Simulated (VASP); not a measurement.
Input of a VASP 6.6.1 run:

The input INCAR:

```
ALGO = Normal ; EDIFF = 1E-6
ENCUT = 520 ; GGA = PE
ISIF = 2 ; ISMEAR = 0
LASPH = True ; LCHARG = False
LREAL = False ; LWAVE = False
NBANDS = 22 ; NELM = 60
PREC = Accurate ; SIGMA = 0.1
```

The input KPOINTS:

```
k-points
0
Gamma
  12 12 4
```

File POSCAR:

```
Rh
1.0
    2.7203725155      0.0000002926      0.0000000000
   -1.3601865111      2.3559115598      0.0000000000
    0.0000000000      0.0000000000      4.3983759055
Rh
2
Direct
    0.0000000000      0.0000000000      0.0000000000
    0.3333333333      0.6666666667      0.5000000000
```

Potentials or basis: VASP PAW PBE potentials, release 64 (Rh_pv).

Launch:

```sh
$ cat potpaw_PBE.64/Rh_pv/POTCAR > POTCAR
$ mpirun -np 1 vasp_std > vasp.out
```

Question: Estimate the pressure.

Answer: -0.4 GPa.

Question: What does it give for the band gap on the k mesh?

Answer: Zero (bands 15 and 16 overlap by 2.31 eV).
